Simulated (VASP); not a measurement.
# EuS (Fm-3m) in VASP: notebook

Runs on EuS. Level: PBEsol+D3(BJ). Tasks: single point.

All numbers are computed with VASP 6.6.1; they aren't measurements. Logs are shortened: lines on timing, memory, paths and dates and some standing lists are left out, and cuts for length are marked.

## Step 1: The cell of the first run

It takes space group Fm-3m (No. 225, cubic). The conventional cell has a = 5.876 Å, b = 5.876 Å, c = 5.876 Å, α = 90.00°, β = 90.00°, γ = 90.00°. Eu (site symmetry m-3m) has 6 S at 2.94 Å within 3.9 Å. Within 3.9 Å of S (site symmetry m-3m) lie 6 Eu at 2.94 Å.

## Step 2: Single point, PBEsol+D3(BJ), collinear spin, ferromagnetic start

File INCAR:

```
ALGO = Normal
EDIFF = 1E-6
ENCUT = 600
GGA = PS
GGA_COMPAT = F
ISIF = 2
ISMEAR = -1
ISPIN = 2
IVDW = 12
LASPH = T
LCHARG = T
LELF = T
LMAXMIX = 6
LORBIT = 11
LREAL = F
LVHAR = T
LWAVE = F
MAGMOM = 7 0
NBANDS = 22
NELM = 200
PREC = Accurate
SIGMA = 0.05
```

File KPOINTS:

```
k-points
0
Gamma
  8 8 8
```

File POSCAR:

```
EuS
1.0
    0.0000000000      2.9382450654      2.9382450654
    2.9382450654      0.0000000000      2.9382450654
    2.9382450654      2.9382450654      0.0000000000
Eu S
1 1
Direct
    0.0000000000      0.0000000000      0.0000000000
    0.5000000000      0.5000000000      0.5000000000
```

Potentials or basis: VASP PAW PBE potentials, release 64 (Eu, S).

Run with:

```sh
> cat potpaw_PBE.64/Eu/POTCAR potpaw_PBE.64/S/POTCAR > POTCAR
> mpirun -np 1 vasp_std > vasp.out
```

OUTCAR:

```text
EDIFF = 1E-6
   ENCUT = 600
   GGA = PS
   ISIF = 2
   ISMEAR = -1
   ISPIN = 2
   IVDW = 12
   LASPH = T
   LORBIT = 11
   LREAL = F
   NELM = 200
   PREC = Accurate
 IVDW          = 12

 ion  position               nearest neighbor table
   1  0.000  0.000  0.000-   2 2.94   2 2.94   2 2.94   2 2.94   2 2.94   2 2.94
   2  0.500  0.500  0.500-   1 2.94   1 2.94   1 2.94   1 2.94   1 2.94   1 2.94

  LATTYP: Found a face centered cubic cell.
 ALAT       =     5.8764901308

  Lattice vectors:

 A1 = (   0.0000000000,   2.9382450654,   2.9382450654)
 A2 = (   2.9382450654,   0.0000000000,   2.9382450654)
 A3 = (   2.9382450654,   2.9382450654,   0.0000000000)

Analysis of symmetry for initial positions (statically):
=====================================================================
 Subroutine PRICEL returns:
 Original cell was already a primitive cell.

 Routine SETGRP: Setting up the symmetry group for a
 face centered cubic supercell.

 Subroutine GETGRP returns: Found 48 space group operations
 (whereof 48 operations were pure point group operations)
 out of a pool of 48 trial point group operations.

The static configuration has the point symmetry O_h .

Analysis of symmetry for dynamics (positions and initial velocities):
=====================================================================
 Subroutine PRICEL returns:
 Original cell was already a primitive cell.

 Routine SETGRP: Setting up the symmetry group for a
 face centered cubic supercell.

 Subroutine GETGRP returns: Found 48 space group operations
 (whereof 48 operations were pure point group operations)
 out of a pool of 48 trial point group operations.

The dynamic configuration has the point symmetry O_h .

Analysis of structural, dynamic, and magnetic symmetry:
=====================================================================
 Subroutine PRICEL returns:
 Original cell was already a primitive cell.

 Routine SETGRP: Setting up the symmetry group for a
 face centered cubic supercell.

 Subroutine GETGRP returns: Found 48 space group operations
 (whereof 48 operations were pure point group operations)
 out of a pool of 48 trial point group operations.

The overall configuration has the point symmetry O_h .

 Subroutine INISYM returns: Found 48 space group operations
 (whereof 48 operations are pure point group operations),
 and found     1 'primitive' translations

----------------------------------------------------------------------------------------

                                     Primitive cell

  volume of cell :      50.7334

  direct lattice vectors                    reciprocal lattice vectors
     0.000000000  2.938245065  2.938245065    -0.170169604  0.170169604  0.170169604
     2.938245065  0.000000000  2.938245065     0.170169604 -0.170169604  0.170169604
     2.938245065  2.938245065  0.000000000     0.170169604  0.170169604 -0.170169604

  length of vectors
     4.155306021  4.155306021  4.155306021     0.294742400  0.294742400  0.294742400

  position of ions in fractional coordinates (direct lattice)
     0.000000000  0.000000000  0.000000000
     0.500000000  0.500000000  0.500000000

  ion indices of the primitive-cell ions
   primitive index   ion index
                 1           1
                 2           2

----------------------------------------------------------------------------------------

 KPOINTS: k-points

Automatic generation of k-mesh.
 Grid dimensions read from file:
 generate k-points for:    8    8    8

 Generating k-lattice:

  Cartesian coordinates                     Fractional coordinates (reciprocal lattice)
    -0.021271201  0.021271201  0.021271201     0.125000000  0.000000000  0.000000000
     0.021271201 -0.021271201  0.021271201     0.000000000  0.125000000  0.000000000
     0.021271201  0.021271201 -0.021271201     0.000000000  0.000000000  0.125000000

  Length of vectors
     0.036842800  0.036842800  0.036842800

  Shift w.r.t. Gamma in fractional coordinates (k-lattice)
     0.000000000  0.000000000  0.000000000

 Subroutine IBZKPT returns following result:
 ===========================================

 Found     29 irreducible k-points:

 Following reciprocal coordinates:
            Coordinates               Weight
  0.000000  0.000000  0.000000      1.000000
  0.125000  0.000000  0.000000      8.000000
  0.250000  0.000000  0.000000      8.000000
  0.375000  0.000000  0.000000      8.000000
  0.500000  0.000000  0.000000      4.000000
  0.125000  0.125000  0.000000      6.000000
[... 16 lines left out ...]
  0.500000  0.250000  0.125000     48.000000
 -0.375000  0.250000  0.125000     24.000000
 [... further k-points ...]
   k-points           NKPTS =     29   k-points in BZ     NKDIM =     29   number of bands    NBANDS=     22
   number of dos      NEDOS =    301   number of ions     NIONS =      2
   total plane-waves  NPLWV =  46656
   dimension x,y,z NGX =    36 NGY =   36 NGZ =   36
   dimension x,y,z NGXF=    72 NGYF=   72 NGZF=   72
   ions per type =               1   1
   NGX,Y,Z   is equivalent  to a cutoff of  14.40, 14.40, 14.40 a.u.
   NGXF,Y,Z  is equivalent  to a cutoff of  28.81, 28.81, 28.81 a.u.
 SYSTEM =  unknown system
   PREC   = accura    normal or accurate (medium, high low for compatibility)
   ISTART =      0    job   : 0-new  1-cont  2-samecut
   ICHARG =      2    charge: 1-file 2-atom 10-const
   ISPIN  =      2    spin polarized calculation?
   LNONCOLLINEAR =      F non collinear calculations
   LSORBIT =      F    spin-orbit coupling
   LASPH  =      T    aspherical Exc in radial PAW
   ENCUT  =  600.0 eV  44.10 Ry    6.64 a.u.   8.30  8.30  8.30*2*pi/ulx,y,z
   NELM   =    200;   NELMIN=  2; NELMDL= -5     # of ELM steps
   EDIFF  = 0.1E-05   stopping-criterion for ELM
   LREAL  =      F    real-space projection
   EDIFFG = 0.1E-04   stopping-criterion for IOM
   NSW    =      0    number of steps for IOM
   IBRION =     -1    ionic relax: 0-MD 1-quasi-New 2-CG
   NFREE  =      0    steps in history (QN), initial steepest desc. (CG)
   ISIF   =      2    stress and relaxation
   ISYM   =      2    0-nonsym 1-usesym 2-fastsym
   POTIM  = 0.5000    time-step for ionic-motion
   TEBEG  =    0.0;   TEEND  =   0.0 temperature during run
   PSTRESS=    0.0 pullay stress
   NELECT =      23.0000    total number of electrons
   NUPDOWN=      -1.0000    fix difference up-down
   EMIN   =  10.00;   EMAX   =-10.00  energy-range for DOS
   EFERMI =   0.00;   METHOD = LEGACY
   ISMEAR =    -1;   SIGMA  =   0.05  broadening in eV -4-tet -1-fermi 0-gaus
   EFERMI_NEDOS =   21; number of points for ismear=-14 and -15
   IALGO  =     38    algorithm
   IMIX   =      4    mixing-type and parameters
     AMIX     =   0.40;   BMIX     =  1.00
     AMIX_MAG =   1.60;   BMIX_MAG =  1.00
  volume/ion in A,a.u.               =      25.37       171.18
  Fermi-wavevector in a.u.,A,eV,Ry     =   1.257630  2.376575 21.519414  1.581632
  Thomas-Fermi vector in A             =   2.391279
   LORBIT       =     11    0 simple, 1 ext, 2 COOP (PROOUT), +10 PAW based schemes
   GGA     = PS    functional components
   LHFCALC =     F    Hartree Fock is set to
   AEXX    =    0.0000 exact exchange contribution
   IVDW    =    12    specifies the selected vdW correction
   LEPSILON=     F    determine dielectric tensor
   LRPA    =     F    only Hartree local field effects (RPA)
 spin polarized calculation
  energy-cutoff  :      600.00
  volume of cell :       50.73
 maximum number of plane-waves:      1719
 NGX is ok and might be reduce to    36
   NGX = 17   NGY = 17   NGZ = 17

 number of electron      23.0000002 magnetization       6.9587596

 Free energy of the ion-electron system (eV)
  ---------------------------------------------------
  ext. energy  EPLUGINS =         0.00000000
  ---------------------------------------------------
  free energy    TOTEN  =       -20.54197532 eV

  energy without entropy =      -20.52961111  energy(sigma->0) =      -20.53579321

 E-fermi :   4.3833     XC(G=0): -10.0304

 val. band max:        4.3473388593   @ k =   0.1250   0.1250   0.0000
 cond. band min:       4.3973735365   @ k =   0.2500   0.2500   0.0000
 fundamental gap:      0.0500346771
 Fermi energy:         4.3832814380

 spin component 1

 k-point     1 :       0.0000    0.0000    0.0000
  band No.  band energies     occupation
      1     -37.0673      1.00000
      2     -15.7582      1.00000
      3     -15.7582      1.00000
      4     -15.7582      1.00000
      5      -9.1536      1.00000
      6       1.6195      1.00000
[... 14 lines left out ...]
     21       6.2845      0.00000
     22      11.7506      0.00000
[... 552 lines left out ...]
  band No.  band energies     occupation
      1     -37.0486      1.00000
      2     -16.0775      1.00000
      3     -15.8707      1.00000
      4     -15.8175      1.00000
      5      -8.3539      1.00000
      6      -0.5893      1.00000
[... 14 lines left out ...]
     21      10.7288      0.00000
     22      11.8157      0.00000

 [... further k-points ...]

 spin component 2

 k-point     1 :       0.0000    0.0000    0.0000
  band No.  band energies     occupation
      1     -34.0256      1.00000
      2     -13.5099      1.00000
      3     -13.5099      1.00000
      4     -13.5099      1.00000
      5      -9.1317      1.00000
      6       1.8076      1.00000
[... 14 lines left out ...]
     21       9.0279      0.00000
     22      12.9143      0.00000
[... 552 lines left out ...]
  band No.  band energies     occupation
      1     -33.9998      1.00000
      2     -13.9875      1.00000
      3     -13.6578      1.00000
      4     -13.5867      1.00000
      5      -8.2620      1.00000
      6      -0.3194      1.00000
[... 14 lines left out ...]
     21      11.7374      0.00000
     22      12.6814      0.00000

 [... further k-points ...]

------------------------ aborting loop because EDIFF is reached ----------------------------------------

 Edisp (eV)   -0.70330

 E8    (eV) :    -0.4940

  FORCE on cell =-STRESS in cart. coord.  units (eV):
  Direction    XX          YY          ZZ          XY          YZ          ZX
  --------------------------------------------------------------------------------------
  -------------------------------------------------------------------------------------
  Total      -2.04534    -2.04534    -2.04534    -0.00000     0.00000    -0.00000
  in kB     -64.59253   -64.59253   -64.59253    -0.00000     0.00000    -0.00000
  external pressure =      -64.59 kB  Pullay stress =        0.00 kB

 VOLUME and BASIS-vectors are now :
 -----------------------------------------------------------------------------
  energy-cutoff  :      600.00
  volume of cell :       50.73
      direct lattice vectors                 reciprocal lattice vectors
     0.000000000  2.938245065  2.938245065    -0.170169604  0.170169604  0.170169604
     2.938245065  0.000000000  2.938245065     0.170169604 -0.170169604  0.170169604
     2.938245065  2.938245065  0.000000000     0.170169604  0.170169604 -0.170169604

 POSITION                                       TOTAL-FORCE (eV/Angst)
 -----------------------------------------------------------------------------------
      0.00000      0.00000      0.00000         0.000000      0.000000      0.000000
      2.93825      2.93825      2.93825        -0.000000     -0.000000     -0.000000
 -----------------------------------------------------------------------------------
    total drift:                                0.000000      0.000000      0.000000

  FREE ENERGIE OF THE ION-ELECTRON SYSTEM (eV)
  ---------------------------------------------------
  free  energy   TOTEN  =       -21.2452748710 eV

  energy  without entropy=      -21.2329106611  energy(sigma->0) =      -21.23909277

 total charge

# of ion       s       p       d       f       tot
--------------------------------------------------
    1        2.025   5.725   0.341   6.620  14.711
    2        1.311   2.412   0.000   0.000   3.723
--------------------------------------------------
tot          3.336   8.137   0.341   6.620  18.434

 magnetization (x)

# of ion       s       p       d       f       tot
--------------------------------------------------
    1       -0.012  -0.100   0.099   6.585   6.573
    2       -0.007  -0.068   0.000   0.000  -0.075
--------------------------------------------------
tot         -0.019  -0.167   0.099   6.585   6.497
```

Run time: 70 s. Hardware: 1 thread of Intel Xeon 6975P-C (Granite Rapids), shared host; peak memory 0.29 GiB.

Results:

```yaml
Free_energy: -21.2453 eV
Pressure: -6.5 GPa
Net_moment: 6.96 μB per cell
Site_moments: Eu +6.57; S -0.07 μB
Valence_electrons_inside_the_program's_atomic_spheres: Eu 14.71; S 3.72
Dispersion_energy_per_atom: -0.352 eV
```

Caveat: the cell stands under tension; the PAW data sets were made with another functional, which shifts forces and pressure a little; spin-orbit coupling is left out, which moves the levels of the heavy elements; a cell with one magnetic atom can't hold antiferromagnetic order, which such compounds often take; semilocal functionals describe open f shells poorly, which spoils levels, moments and volumes. With open d or f shells a metallic result of PBEsol can be an artefact of self-interaction; +U or a hybrid may open a gap.

## Step 3: Single point, PBEsol+D3(BJ), collinear spin, ferromagnetic start

This run uses another cell than the first one, of 25.90 Å³/atom.

INCAR, as its differences from that of step 2:

```diff
@@ -10,4 +10,3 @@
 LASPH = T
-LCHARG = T
-LELF = T
+LCHARG = F
 LMAXMIX = 6
@@ -15,3 +14,2 @@
 LREAL = F
-LVHAR = T
 LWAVE = F
```

KPOINTS is that of step 2.

File POSCAR:

```
EuS
1.0
    0.0000000000      2.9585094648      2.9585094648
    2.9585094648      0.0000000000      2.9585094648
    2.9585094648      2.9585094648      0.0000000000
Eu S
1 1
Direct
    0.0000000000      0.0000000000      0.0000000000
    0.5000000000      0.5000000000      0.5000000000
```

Potentials or basis: VASP PAW PBE potentials, release 64 (Eu, S).

Run with:

```sh
> cat potpaw_PBE.64/Eu/POTCAR potpaw_PBE.64/S/POTCAR > POTCAR
> mpirun -np 1 vasp_std > vasp.out
```

OUTCAR:

```text
EDIFF = 1E-6
   ENCUT = 600
   GGA = PS
   ISIF = 2
   ISMEAR = -1
   ISPIN = 2
   IVDW = 12
   LASPH = T
   LORBIT = 11
   LREAL = F
   NELM = 200
   PREC = Accurate
 IVDW          = 12

 ion  position               nearest neighbor table
   1  0.000  0.000  0.000-   2 2.96   2 2.96   2 2.96   2 2.96   2 2.96   2 2.96
   2  0.500  0.500  0.500-   1 2.96   1 2.96   1 2.96   1 2.96   1 2.96   1 2.96

  LATTYP: Found a face centered cubic cell.
 ALAT       =     5.9170189296

  Lattice vectors:

 A1 = (   0.0000000000,   2.9585094648,   2.9585094648)
 A2 = (   2.9585094648,   0.0000000000,   2.9585094648)
 A3 = (   2.9585094648,   2.9585094648,   0.0000000000)

Analysis of symmetry for initial positions (statically):
=====================================================================
 Subroutine PRICEL returns:
 Original cell was already a primitive cell.

 Routine SETGRP: Setting up the symmetry group for a
[... 801 lines left out ...]
      5      -9.2043      1.00000
      6       1.6857      1.00000
[... 589 lines left out ...]
     21      11.4994      0.00000
     22      12.3685      0.00000

 [... further k-points ...]

------------------------ aborting loop because EDIFF is reached ----------------------------------------

 Edisp (eV)   -0.68826

 E8    (eV) :    -0.4834

  FORCE on cell =-STRESS in cart. coord.  units (eV):
  Direction    XX          YY          ZZ          XY          YZ          ZX
  --------------------------------------------------------------------------------------
  -------------------------------------------------------------------------------------
  Total      -2.34270    -2.34270    -2.34270     0.00000    -0.00000     0.00000
  in kB     -72.47349   -72.47349   -72.47349     0.00000    -0.00000     0.00000
  external pressure =      -72.47 kB  Pullay stress =        0.00 kB

 VOLUME and BASIS-vectors are now :
 -----------------------------------------------------------------------------
  energy-cutoff  :      600.00
  volume of cell :       51.79
      direct lattice vectors                 reciprocal lattice vectors
     0.000000000  2.958509465  2.958509465    -0.169004022  0.169004022  0.169004022
     2.958509465  0.000000000  2.958509465     0.169004022 -0.169004022  0.169004022
     2.958509465  2.958509465  0.000000000     0.169004022  0.169004022 -0.169004022

 POSITION                                       TOTAL-FORCE (eV/Angst)
 -----------------------------------------------------------------------------------
      0.00000      0.00000      0.00000         0.000000      0.000000      0.000000
      2.95851      2.95851      2.95851        -0.000000     -0.000000     -0.000000
 -----------------------------------------------------------------------------------
    total drift:                               -0.000000      0.000000      0.000000

  FREE ENERGIE OF THE ION-ELECTRON SYSTEM (eV)
  ---------------------------------------------------
  free  energy   TOTEN  =       -21.2001040979 eV

  energy  without entropy=      -21.1880388900  energy(sigma->0) =      -21.19407149

 total charge

# of ion       s       p       d       f       tot
--------------------------------------------------
    1        2.024   5.724   0.327   6.629  14.704
    2        1.311   2.406   0.000   0.000   3.717
--------------------------------------------------
tot          3.335   8.130   0.327   6.629  18.421

 magnetization (x)

# of ion       s       p       d       f       tot
--------------------------------------------------
    1       -0.012  -0.100   0.096   6.596   6.580
    2       -0.007  -0.067   0.000   0.000  -0.074
--------------------------------------------------
tot         -0.019  -0.167   0.096   6.596   6.506
```

stdout:

```text
POSCAR found type information on POSCAR EuS
 POSCAR found :  2 types and       2 ions
 scaLAPACK will be used
 -----------------------------------------------------------------------------
|                                                                             |
|                                                                             |
|     You enforced a specific xc type in the INCAR file but a different       |
|     I HOPE YOU KNOW WHAT YOU ARE DOING!                                     |
|                                                                             |
 -----------------------------------------------------------------------------

 LDA part: xc-table for (Slater+PW92), standard interpolation
 POSCAR, INCAR and KPOINTS ok, starting setup
 FFT: planning ... GRIDC
 FFT: planning ... GRID_SOFT
 FFT: planning ... GRID
 WAVECAR not read
 entering main loop
```

Wall time 61 s (1 thread of Intel Xeon 6975P-C (Granite Rapids), shared host); peak memory 0.29 GiB.

Results:

* Free energy: -21.2001 eV
* Pressure: -7.2 GPa
* Band gap on the k mesh: zero (filled and empty bands overlap)
* Net moment: 6.97 μB per cell
* Site moments: Eu +6.58; S -0.07 μB
* Valence electrons inside the program's atomic spheres: Eu 14.70; S 3.72
* Dispersion energy per atom: -0.344 eV

Levels at points of the mesh, in eV from the Fermi level:
Spin up:
```csv
k point,band 13,band 14,band 15,band 16,band 17,band 18
"(0.00, 0.00, 0.00)",0.07,0.07,0.07,0.80,1.00,1.00
"(0.50, 0.00, 0.00)",-0.32,-0.28,-0.27,2.91,3.24,3.66
"(0.50, 0.50, 0.00)",-0.33,-0.29,-0.09,-0.09,3.08,3.24
```
Spin down:
```
           k point  band 5  band 6  band 7  band 8  band 9  band 10  band 11  band 12
(0.00, 0.00, 0.00)  -13.47   -2.58   -2.58   -2.58    1.42     1.77     1.77     1.77
(0.50, 0.00, 0.00)  -12.44   -5.21   -3.77   -3.77    2.78     3.98     3.98     4.04
(0.50, 0.50, 0.00)  -13.11   -3.74   -2.93   -2.93   -0.28     3.94     3.95     4.14
```

Caveat: the cell stands under tension; the PAW data sets were made with another functional, which shifts forces and pressure a little; spin-orbit coupling is left out, which moves the levels of the heavy elements; a cell with one magnetic atom can't hold antiferromagnetic order, which such compounds often take; semilocal functionals describe open f shells poorly, which spoils levels, moments and volumes.
